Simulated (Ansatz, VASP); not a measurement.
**CsH in VASP and in Ansatz**

INCAR

```
SYSTEM = CsH
PREC = Accurate
ENCUT = 910
EDIFF = 1E-6
ISMEAR = -1
SIGMA = 0.05
LREAL = .FALSE.
LASPH = .TRUE.
NELM = 120
ALGO = Normal
ISIF = 2
LWAVE = .FALSE.
LCHARG = .FALSE.
NBANDS = 12
GGA_COMPAT = .FALSE.
```

The input KPOINTS:

```
regular mesh
0
G
  12 12 12
  0 0 0
```

Contents of POSCAR:

```
CsH
1.0
    0.0000000000      2.5418456448      2.5418456448
    2.5418456448      0.0000000000      2.5418456448
    2.5418456448      2.5418456448      0.0000000000
Cs H
1 1
Direct
    0.0000000000      0.0000000000      0.0000000000
    0.5000000000      0.5000000000      0.5000000000
```

Input for Ansatz:

```yaml
crystal:
  lattice:
    - [0.0, 2.5418456448, 2.5418456448]
    - [2.5418456448, 0.0, 2.5418456448]
    - [2.5418456448, 2.5418456448, 0.0]
  atoms:
    - { symbol: Cs, position: [0.0, 0.0, 0.0] }
    - { symbol: H, position: [0.5, 0.5, 0.5] }
kpoints:
  mp_grid: { grid: [12, 12, 12] }
scf:
  occupations: { method: fermi_dirac, width: 0.05 }
hamiltonian:
  xc: lda
  pseudopotentials: { kind: paw }
output:
  forces: true
  stress: true
  eigenvalues: true
  populations: true
```

Change from the starting cell: volume scaled by 0.58, PAW files.

Alike in both runs: task single point; functional LDA; k mesh 12 × 12 × 12; occupations fermi-dirac, width 0.05 eV; no spin polarisation.

|  | VASP | Ansatz |
| --- | --- | --- |
| version | VASP 6.6.1 | Ansatz 0.2.0 |
| potentials or method | VASP PAW LDA potentials, release 64 (Cs_sv, H_h) | PAW with Ansatz's default frozen-core files, scalar-relativistic |
| plane-wave cutoff (eV) | 910 | 420 |
| valence electrons in the cell | 10 | 10 |

VASP gave:

| Item | Value |
| --- | --- |
| pressure (GPa) | 19.1 |

Q: Which values does Ansatz return?

A: Pressure (GPa): 17.8.

LDA's correlation is that of Perdew and Zunger in VASP and of Perdew and Wang (1992) in Ansatz.

Neither program's run includes spin-orbit coupling.
